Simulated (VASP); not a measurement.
A run of VASP 6.6.1 is set up as follows.

The input INCAR:

```
SYSTEM = Si8S15
PREC = Accurate ; ENCUT = 400
EDIFF = 1E-6 ; ISMEAR = 0
SIGMA = 0.05 ; LREAL = .FALSE.
LASPH = .TRUE. ; NELM = 120
ALGO = Normal ; ISIF = 2
LWAVE = .FALSE. ; LCHARG = .TRUE.
GGA = PE ; IVDW = 12
LELF = .TRUE. ; LVHAR = .TRUE.
NELECT = 120.0 ; NBANDS = 78
GGA_COMPAT = .FALSE.
```

KPOINTS

```
regular mesh
0
G
  4 4 2
  0 0 0
```

The input POSCAR:

```
Si8S15
1.0
    5.4113830413      0.0000000000      5.5267872967
    5.4113830413      0.0000000000     -5.5267872967
    0.0000000000      9.5632436157      0.0000000000
Si S
8 15
Direct
    0.3771593168      0.6274539140      0.0006095212
    0.3460924775      0.1611419909      0.5037045163
    0.8738752850      0.1238665046      0.0011545246
    0.8798283160      0.6089029267      0.4938890182
    0.1274537579      0.8771592880      0.0006095212
    0.1089029305      0.3798283198      0.4938890182
    0.6238663873      0.3738754023      0.0011545246
    0.6611420775      0.8460923832      0.5037045163
    0.3925121259      0.3942011723      0.8793877201
    0.8822640896      0.3822640260      0.3715573024
    0.8942010780      0.8925122125      0.8793877201
    0.1065841759      0.1086430574      0.1222847652
    0.1076699898      0.6076698725      0.6176192135
    0.6086429631      0.6065842625      0.1222847652
    0.5785214997      0.0785214361      0.5828682426
    0.3599769325      0.8599769961      0.8799442258
    0.3479575997      0.3694360814      0.3716432565
    0.8560172894      0.3560174067      0.8795632881
    0.8694361681      0.8479575054      0.3716432565
    0.1234360107      0.1422487484      0.6191454739
    0.1457023207      0.6457023844      0.1227386907
    0.6422488351      0.6234359164      0.6191454739
    0.6406826899      0.1406828072      0.1217359974
```

Potentials or basis: VASP PAW PBE potentials, release 64 (Si, S).

Command:

```console
$ cat potpaw_PBE.64/Si/POTCAR potpaw_PBE.64/S/POTCAR > POTCAR
$ mpirun -np 1 vasp_std > vasp.out
```

Problem. Predict the dispersion energy per atom.

Solution. -0.235 eV.

Problem. Estimate the largest force.

Solution. 0.803 eV/Å.

Forces in eV/Å, atoms in the order of the input:
```
Si  -0.014 -0.012 -0.018
Si   0.038  0.038  0.157
Si  -0.016 -0.013 -0.005
Si  -0.065 -0.063 -0.067
Si  -0.014 -0.012  0.018
Si  -0.065 -0.063  0.067
Si  -0.016 -0.013  0.005
Si   0.038  0.038 -0.157
S    0.011  0.029 -0.005
S   -0.016 -0.009  0.000
S    0.011  0.029  0.005
S   -0.046 -0.056 -0.004
S   -0.118 -0.116  0.000
S   -0.046 -0.056  0.004
S    0.586  0.549  0.000
S   -0.033  0.014  0.000
S   -0.125  0.011  0.102
S   -0.048  0.004  0.000
S   -0.125  0.011 -0.102
S    0.018 -0.118  0.110
S    0.014 -0.018  0.000
S    0.018 -0.118 -0.110
S    0.012 -0.054  0.000
```

Caveat: the cell carries a net charge on a neutralising background, which shifts energy and pressure.
